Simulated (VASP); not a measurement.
# SrO in VASP: settings compared

Aim: see how the results for SrO move with the level of theory and the settings. Levels: LDA, PBE. Tasks: electric field gradients.

All numbers are computed with VASP 6.6.1; they aren't measurements. Logs are shortened: lines on timing, memory, paths and dates and some standing lists are left out, and cuts for length are marked.

### 1 The cell of the first run

Symmetry: Fm-3m, No. 225, cubic system. Conventional cell: a = 5.140 Å, b = 5.140 Å, c = 5.140 Å, α = 90.00°, β = 90.00°, γ = 90.00°. Sr (site symmetry m-3m) has 6 O at 2.57 Å within 3.4 Å. O (site symmetry m-3m) has 6 Sr at 2.57 Å within 3.4 Å.

### 2 Electric field gradients, LDA

The input, INCAR:

```
PREC     = Accurate       # precision mode
ENCUT    = 520            # plane-wave cutoff, eV
EDIFF    = 1E-8           # SCF threshold, eV
ISMEAR   = -1             # smearing method
SIGMA    = 0.02           # smearing width, eV
LREAL    = F              # projectors in reciprocal space
LASPH    = T              # aspherical terms in the spheres
NELM     = 80             # most SCF steps
ALGO     = Normal         # electronic algorithm
ISIF     = 2              # what is computed and relaxed
LWAVE    = F              # write WAVECAR
LCHARG   = F              # write CHGCAR
GGA      = CA             # functional
LEFG     = T            
NBANDS   = 15             # bands
```

The input, KPOINTS:

```
regular mesh
0
Gamma
  8 8 8
```

The input, POSCAR:

```
SrO
1.0
    0.0000000000      2.5698000000      2.5698000000
    2.5698000000      0.0000000000      2.5698000000
    2.5698000000      2.5698000000      0.0000000000
Sr O
1 1
Direct
    0.0000000000      0.0000000000      0.0000000000
    0.5000000000      0.5000000000      0.5000000000
```

Potentials or basis: VASP PAW LDA potentials, release 64 (Sr_sv, O).

Command:

```
> cat potpaw_LDA.64/Sr_sv/POTCAR potpaw_LDA.64/O/POTCAR > POTCAR
> mpirun -np 1 vasp_std > vasp.out
```

OUTCAR:

```text
PREC = Accurate
   ENCUT = 520
   EDIFF = 1E-8
   ISMEAR = -1
   LREAL = F
   LASPH = T
   NELM = 80
   ISIF = 2
   GGA = CA

 ion  position               nearest neighbor table
   1  0.000  0.000  0.000-   2 2.57   2 2.57   2 2.57   2 2.57   2 2.57   2 2.57
   2  0.500  0.500  0.500-   1 2.57   1 2.57   1 2.57   1 2.57   1 2.57   1 2.57

  LATTYP: Found a face centered cubic cell.
 ALAT       =     5.1396000000

  Lattice vectors:

 A1 = (   0.0000000000,   2.5698000000,   2.5698000000)
 A2 = (   2.5698000000,   0.0000000000,   2.5698000000)
 A3 = (   2.5698000000,   2.5698000000,   0.0000000000)

Analysis of symmetry for initial positions (statically):
=====================================================================
 Subroutine PRICEL returns:
 Original cell was already a primitive cell.

 Routine SETGRP: Setting up the symmetry group for a
 face centered cubic supercell.

 Subroutine GETGRP returns: Found 48 space group operations
 (whereof 48 operations were pure point group operations)
 out of a pool of 48 trial point group operations.

The static configuration has the point symmetry O_h .

Analysis of symmetry for dynamics (positions and initial velocities):
=====================================================================
 Subroutine PRICEL returns:
 Original cell was already a primitive cell.

 Routine SETGRP: Setting up the symmetry group for a
 face centered cubic supercell.

 Subroutine GETGRP returns: Found 48 space group operations
 (whereof 48 operations were pure point group operations)
 out of a pool of 48 trial point group operations.

The dynamic configuration has the point symmetry O_h .

 Subroutine INISYM returns: Found 48 space group operations
 (whereof 48 operations are pure point group operations),
 and found     1 'primitive' translations

----------------------------------------------------------------------------------------

                                     Primitive cell

  volume of cell :      33.9413

  direct lattice vectors                    reciprocal lattice vectors
     0.000000000  2.569800000  2.569800000    -0.194567671  0.194567671  0.194567671
     2.569800000  0.000000000  2.569800000     0.194567671 -0.194567671  0.194567671
     2.569800000  2.569800000  0.000000000     0.194567671  0.194567671 -0.194567671

  length of vectors
     3.634246013  3.634246013  3.634246013     0.337001091  0.337001091  0.337001091

  position of ions in fractional coordinates (direct lattice)
     0.000000000  0.000000000  0.000000000
     0.500000000  0.500000000  0.500000000

  ion indices of the primitive-cell ions
   primitive index   ion index
                 1           1
                 2           2

----------------------------------------------------------------------------------------

 KPOINTS: regular mesh

Automatic generation of k-mesh.
 Grid dimensions read from file:
 generate k-points for:    8    8    8

 Generating k-lattice:

  Cartesian coordinates                     Fractional coordinates (reciprocal lattice)
    -0.024320959  0.024320959  0.024320959     0.125000000  0.000000000  0.000000000
     0.024320959 -0.024320959  0.024320959     0.000000000  0.125000000  0.000000000
     0.024320959  0.024320959 -0.024320959     0.000000000  0.000000000  0.125000000

  Length of vectors
     0.042125136  0.042125136  0.042125136

  Shift w.r.t. Gamma in fractional coordinates (k-lattice)
     0.000000000  0.000000000  0.000000000

 Subroutine IBZKPT returns following result:
 ===========================================

 Found     29 irreducible k-points:

 Following reciprocal coordinates:
            Coordinates               Weight
  0.000000  0.000000  0.000000      1.000000
  0.125000  0.000000  0.000000      8.000000
  0.250000  0.000000  0.000000      8.000000
  0.375000  0.000000  0.000000      8.000000
  0.500000  0.000000  0.000000      4.000000
  0.125000  0.125000  0.000000      6.000000
[... 16 lines left out ...]
  0.500000  0.250000  0.125000     48.000000
 -0.375000  0.250000  0.125000     24.000000
 [... further k-points ...]
   k-points           NKPTS =     29   k-points in BZ     NKDIM =     29   number of bands    NBANDS=     15
   number of dos      NEDOS =    301   number of ions     NIONS =      2
   total plane-waves  NPLWV =  21952
   dimension x,y,z NGX =    28 NGY =   28 NGZ =   28
   dimension x,y,z NGXF=    56 NGYF=   56 NGZF=   56
   ions per type =               1   1
   NGX,Y,Z   is equivalent  to a cutoff of  12.81, 12.81, 12.81 a.u.
   NGXF,Y,Z  is equivalent  to a cutoff of  25.62, 25.62, 25.62 a.u.
 SYSTEM =  unknown system
   PREC   = accura    normal or accurate (medium, high low for compatibility)
   ISTART =      0    job   : 0-new  1-cont  2-samecut
   ICHARG =      2    charge: 1-file 2-atom 10-const
   ISPIN  =      1    spin polarized calculation?
   LNONCOLLINEAR =      F non collinear calculations
   LSORBIT =      F    spin-orbit coupling
   LASPH  =      T    aspherical Exc in radial PAW
   ENCUT  =  520.0 eV  38.22 Ry    6.18 a.u.   6.76  6.76  6.76*2*pi/ulx,y,z
   NELM   =     80;   NELMIN=  2; NELMDL= -5     # of ELM steps
   EDIFF  = 0.1E-07   stopping-criterion for ELM
   LREAL  =      F    real-space projection
   EDIFFG = 0.1E-06   stopping-criterion for IOM
   NSW    =      0    number of steps for IOM
   IBRION =     -1    ionic relax: 0-MD 1-quasi-New 2-CG
   NFREE  =      0    steps in history (QN), initial steepest desc. (CG)
   ISIF   =      2    stress and relaxation
   ISYM   =      2    0-nonsym 1-usesym 2-fastsym
   POTIM  = 0.5000    time-step for ionic-motion
   TEBEG  =    0.0;   TEEND  =   0.0 temperature during run
   PSTRESS=    0.0 pullay stress
   NELECT =      16.0000    total number of electrons
   NUPDOWN=      -1.0000    fix difference up-down
   EMIN   =  10.00;   EMAX   =-10.00  energy-range for DOS
   EFERMI =   0.00;   METHOD = LEGACY
   ISMEAR =    -1;   SIGMA  =   0.02  broadening in eV -4-tet -1-fermi 0-gaus
   EFERMI_NEDOS =   21; number of points for ismear=-14 and -15
   IALGO  =     38    algorithm
   IMIX   =      4    mixing-type and parameters
     AMIX     =   0.40;   BMIX     =  1.00
     AMIX_MAG =   1.60;   BMIX_MAG =  1.00
  volume/ion in A,a.u.               =      16.97       114.52
  Fermi-wavevector in a.u.,A,eV,Ry     =   1.274106  2.407711 22.086959  1.623346
  Thomas-Fermi vector in A             =   2.406892
   LORBIT       =      0    0 simple, 1 ext, 2 COOP (PROOUT), +10 PAW based schemes
   GGA     = CA    functional components
   LHFCALC =     F    Hartree Fock is set to
   AEXX    =    0.0000 exact exchange contribution
   IVDW    =     0    specifies the selected vdW correction
   LEPSILON=     F    determine dielectric tensor
   LRPA    =     F    only Hartree local field effects (RPA)
 non-spin polarized calculation
  energy-cutoff  :      520.00
  volume of cell :       33.94
 maximum number of plane-waves:       941
   NGX = 13   NGY = 13   NGZ = 13

 number of electron      15.9999997 magnetization

 Free energy of the ion-electron system (eV)
  ---------------------------------------------------
  ext. energy  EPLUGINS =         0.00000000
  ---------------------------------------------------
  free energy    TOTEN  =       -13.37482338 eV

  energy without entropy =      -13.37482338  energy(sigma->0) =      -13.37482338

 E-fermi :   1.7390     XC(G=0): -10.5339

 val. band max:        1.3497749494   @ k =   0.0000   0.0000   0.0000
 cond. band min:       4.4484343756   @ k =   0.5000   0.5000   0.0000
 fundamental gap:      3.0986594262
 Fermi energy:         1.7389946723

 k-point     1 :       0.0000    0.0000    0.0000
  band No.  band energies     occupation
      1     -30.7297      2.00000
      2     -13.4123      2.00000
      3     -12.4546      2.00000
      4     -12.4546      2.00000
      5     -12.4546      2.00000
      6       1.3498      2.00000
      7       1.3498      2.00000
      8       1.3498      2.00000
      9       5.1604      0.00000
     10       7.4571      0.00000
     11       7.4571      0.00000
     12       7.4571      0.00000
     13       9.6843      0.00000
     14       9.6843      0.00000
     15      13.7983      0.00000
[... 397 lines left out ...]
 k-point    24 :      -0.3750    0.2500    0.1250
  band No.  band energies     occupation
      1     -30.5616      2.00000
      2     -14.7152      2.00000
      3     -12.8648      2.00000
      4     -12.6943      2.00000
      5     -11.5327      2.00000
      6      -0.2752      2.00000
      7       0.4696      2.00000
      8       0.5509      2.00000
      9       7.6075      0.00000
     10       7.9607      0.00000
     11      10.6299      0.00000
     12      10.8190      0.00000
     13      12.9757      0.00000
     14      14.2297      0.00000
     15      14.4981      0.00000

 [... further k-points ...]
[... 5 lines left out ...]
  --------------------------------------------------------------------------------------
  -------------------------------------------------------------------------------------
  Total       -0.7379947     -0.7379947     -0.7379947     -0.0000000     -0.0000000      0.0000000
  in kB      -34.8366077    -34.8366077    -34.8366077     -0.0000000     -0.0000000      0.0000000
  external PRESSURE =     -34.8366077 kB  Pullay stress =       0.0000000 kB

 VOLUME and BASIS-vectors are now :
 -----------------------------------------------------------------------------
  energy-cutoff  :      520.00
  volume of cell :       33.94
      direct lattice vectors                 reciprocal lattice vectors
     0.000000000  2.569800000  2.569800000    -0.194567671  0.194567671  0.194567671
     2.569800000  0.000000000  2.569800000     0.194567671 -0.194567671  0.194567671
     2.569800000  2.569800000  0.000000000     0.194567671  0.194567671 -0.194567671

 POSITION                                       TOTAL-FORCE (eV/Angst)
 -----------------------------------------------------------------------------------
      0.00000      0.00000      0.00000        -0.000000     -0.000000      0.000000
      2.56980      2.56980      2.56980         0.000000      0.000000      0.000000
 -----------------------------------------------------------------------------------
    total drift:                                0.000000      0.000000      0.000000

  FREE ENERGIE OF THE ION-ELECTRON SYSTEM (eV)
  ---------------------------------------------------
  free  energy   TOTEN  =       -13.3748233784 eV

  energy  without entropy=      -13.3748233784  energy(sigma->0) =      -13.37482338

 Electric field gradients (V/A^2)
---------------------------------------------------------------------
 ion       V_xx      V_yy      V_zz      V_xy      V_xz      V_yz
---------------------------------------------------------------------
   1       0.000    -0.000     0.000     0.000     0.000     0.000
   2       0.000    -0.000     0.000    -0.001    -0.001    -0.001
---------------------------------------------------------------------

 Electric field gradients after diagonalization (V/A^2)
 (convention: |V_zz| > |V_xx| > |V_yy|)
----------------------------------------------------------------------
 ion       V_xx      V_yy      V_zz     asymmetry (V_yy - V_xx)/ V_zz
----------------------------------------------------------------------
   1      -0.000    -0.000     0.000       0.000
   2       0.001     0.001    -0.002       0.000
----------------------------------------------------------------------

           NMR quadrupolar parameters

 Cq : quadrupolar parameter    Cq=e*Q*V_zz/h
 eta: asymmetry parameters     (V_yy - V_xx)/ V_zz
 Q  : nuclear electric quadrupole moment in mb (millibarn)
----------------------------------------------------------------------
 ion       Cq(MHz)       eta       Q (mb)
----------------------------------------------------------------------
   1       0.000       0.000       1.000
   2      -0.000       0.000       1.000
----------------------------------------------------------------------
```

It took 6.7 s on 1 thread of Intel Xeon 6975P-C (Granite Rapids), shared host; peak memory 0.15 GiB.

Results:

```
Free energy            : -13.3748 eV
Pressure               : -3.5 GPa
Band gap on the k mesh : 3.10 eV, indirect (least direct gap 3.18 eV)
```

Levels at points of the mesh, in eV from the valence-band top:
| k point | band 4 | band 5 | band 6 | band 7 | band 8 | band 9 | band 10 | band 11 | band 12 | band 13 |
| --- | --- | --- | --- | --- | --- | --- | --- | --- | --- | --- |
| (0.00, 0.00, 0.00) | -13.80 | -13.80 | 0.00 | 0.00 | 0.00 | 3.81 | 6.11 | 6.11 | 6.11 | 8.33 |
| (0.50, 0.00, 0.00) | -13.89 | -12.51 | -2.25 | -1.16 | -1.16 | 6.45 | 8.28 | 8.81 | 8.81 | 11.97 |
| (0.50, 0.50, 0.00) | -14.19 | -14.19 | -0.42 | -0.08 | -0.08 | 3.10 | 7.77 | 10.19 | 10.19 | 11.16 |

Caveat: without QUAD_EFG the Cq values of the log hold for a quadrupole moment of 1 mb, not for the nuclei. As with any semilocal functional, this LDA gap is likely too small.

(Continued in part 2 of 3.)
